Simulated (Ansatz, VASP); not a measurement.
## IrPtC4N4 in VASP and in Ansatz

Contents of INCAR:

```
PREC = Accurate
ENCUT = 520
EDIFF = 1E-7
ISMEAR = 0
SIGMA = 0.1
LREAL = F
LASPH = T
NELM = 150
ALGO = Normal
ISIF = 2
LWAVE = F
LCHARG = F
ISPIN = 2
MAGMOM = 1 0 0 0 0 0 0 0 0 0
LORBIT = 11
LMAXMIX = 4
GGA = PE
NBANDS = 42
```

Contents of KPOINTS:

```
Automatic mesh
0
Gamma
  4 4 4
```

POSCAR

```
IrPtC4N4
1.0
    5.8826218900      0.0000000000      0.0000000000
    0.0000000000      5.8826218900      0.0000000000
    0.0000000000      0.0000000000      5.8826218900
Ir Pt C N
1 1 4 4
Direct
    0.5000000000      0.5000000000      0.5000000000
    0.0000000000      0.0000000000      0.0000000000
    0.1881440800      0.1881440800      0.1881440800
    0.1881440800      0.8118559200      0.8118559200
    0.8118559200      0.1881440800      0.8118559200
    0.8118559200      0.8118559200      0.1881440800
    0.3029738000      0.3029738000      0.3029738000
    0.3029738000      0.6970262000      0.6970262000
    0.6970262000      0.3029738000      0.6970262000
    0.6970262000      0.6970262000      0.3029738000
```

Input for Ansatz:

```yaml
crystal:
  lattice:
    - [5.88262189, 0.0, 0.0]
    - [0.0, 5.88262189, 0.0]
    - [0.0, 0.0, 5.88262189]
  atoms:
    - { symbol: Ir, position: [0.5, 0.5, 0.5], spin: 1.0 }
    - { symbol: Pt, position: [0.0, 0.0, 0.0] }
    - { symbol: C, position: [0.18814408, 0.18814408, 0.18814408] }
    - { symbol: C, position: [0.18814408, 0.81185592, 0.81185592] }
    - { symbol: C, position: [0.81185592, 0.18814408, 0.81185592] }
    - { symbol: C, position: [0.81185592, 0.81185592, 0.18814408] }
    - { symbol: "N", position: [0.3029738, 0.3029738, 0.3029738] }
    - { symbol: "N", position: [0.3029738, 0.6970262, 0.6970262] }
    - { symbol: "N", position: [0.6970262, 0.3029738, 0.6970262] }
    - { symbol: "N", position: [0.6970262, 0.6970262, 0.3029738] }
basis:
  ecutwfc: 420
kpoints:
  mp_grid: { grid: [4, 4, 4] }
hamiltonian:
  xc: pbe
scf:
  occupations: { method: gaussian, width: 0.1 }
  lower_state_search: "off"
output:
  forces: true
  stress: true
  eigenvalues: true
  populations: true
magnetization:
  spin_polarized: true
```

Alike in both runs: task single point; functional PBE; k mesh 4 × 4 × 4; occupations gaussian, width 0.1 eV; collinear spin.

|  | VASP | Ansatz |
| --- | --- | --- |
| version | VASP 6.6.1 | Ansatz 0.2.0 |
| potentials or method | VASP PAW PBE potentials, release 64 (Ir, Pt, C, N), cutoff 520 eV | scalar-relativistic, plane waves, PAW |
| valence electrons in the cell | 55 | 71 |

Ansatz gave:

| Quantity | Value |
| --- | --- |
| gap on the k mesh at the Fermi level (eV) | none |
| pressure (GPa) | 2.8 |
| rms of the force components (eV/Å) | 1.108 |
| net moment per atom (μB) | 0.12 |
| size of the moment on the site where the two differ most (μB) | 0.72 |

Task: Which values does VASP return?

Result: gap on the k mesh at the Fermi level (eV): none; pressure (GPa): 3.2; rms of the force components (eV/Å): 1.238; net moment per atom (μB): 0.12; size of the moment on the site where the two differ most (μB): 1.08.

Site moments also hang on the region over which each program counts them. Atom by atom the forces differ by 0.158 eV/Å (rms over components). A gap of «none» marks a metal or a gap that the smearing closes. The functional is the same, so the differences come from potentials, cutoffs and numerics. VASP's potentials hold 55 valence electrons a cell and Ansatz's 71, so a difference there can come from the potentials and not from the codes.

Spin-orbit coupling is off throughout. Noted on VASP's run: the standard files for N, O and F lose accuracy on very short bonds.
